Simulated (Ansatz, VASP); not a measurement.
## Zr2H3: VASP beside Ansatz

Contents of INCAR:

```
  PREC = Accurate
  ENCUT = 600
  EDIFF = 1E-6
  ISMEAR = 0
  SIGMA = 0.1
  LREAL = False
  LASPH = True
  NELM = 100
  ALGO = Normal
  ISIF = 3
  LWAVE = False
  LCHARG = False
  GGA = PE
  IBRION = 2
  NSW = 90
  EDIFFG = -0.04
```

Contents of KPOINTS:

```
regular mesh
0
Gamma
  6 4 4
```

File POSCAR:

```
Zr2H3
1.0
    3.4682560600      0.0000000000      0.0000000000
    0.0000000000      4.2666091700      0.0000000000
    0.0000000000      0.0000000000      5.1434890700
Zr H
2 3
Direct
    0.5000000000      0.5000000000      0.5000000000
    0.5000000000      0.0000000000      0.5000000000
    0.0000000000      0.0000000000      0.5000000000
    0.5000000000      0.0000000000      0.0000000000
    0.0000000000      0.0000000000      0.0000000000
```

Input for Ansatz:

```yaml
crystal:
  lattice:
    - [3.46825606, 0.0, 0.0]
    - [0.0, 4.26660917, 0.0]
    - [0.0, 0.0, 5.14348907]
  atoms:
    - { symbol: Zr, position: [0.5, 0.5, 0.5] }
    - { symbol: Zr, position: [0.5, 0.0, 0.5] }
    - { symbol: H, position: [0.0, 0.0, 0.5] }
    - { symbol: H, position: [0.5, 0.0, 0.0] }
    - { symbol: H, position: [0.0, 0.0, 0.0] }
basis:
  ecutwfc: 420
kpoints:
  mp_grid: { grid: [6, 4, 4] }
hamiltonian:
  xc: pbe
scf:
  occupations: { method: gaussian, width: 0.1 }
  lower_state_search: "off"
output:
  forces: true
  stress: true
  eigenvalues: true
relax:
  adjacent_minimum: "off"
  f_tol: 0.04
  max_steps: 70
  cell: { stress_tol: 0.4 }
```

Change from the starting cell: species swapped into the Zr3Cd2 type (Pmmm, No. 47).

Alike in both runs: task relaxation of cell and atoms; functional PBE; k mesh 6 × 4 × 4; occupations gaussian, width 0.1 eV; no spin polarisation.

|  | VASP | Ansatz |
| --- | --- | --- |
| version | VASP 6.6.1 | Ansatz 0.2.0 |
| potentials or method | VASP PAW PBE potentials, release 64 (Zr_sv, H), cutoff 600 eV | scalar-relativistic, plane waves, PAW |
| valence electrons in the cell | 27 | 27 |

```tsv
	VASP	Ansatz	Ansatz less VASP
gap on the k mesh at the Fermi level, each at its own relaxed structure (eV)	none	none	-
relaxed volume (Å³/atom)	14.69	14.70	+0.007
relaxed cell length with the largest relative difference (Å)	3.630	3.639	+0.0094
```

A gap of «none» marks a metal or a gap that the smearing closes.

The k mesh is coarse, so the values compare programs but aren't converged.
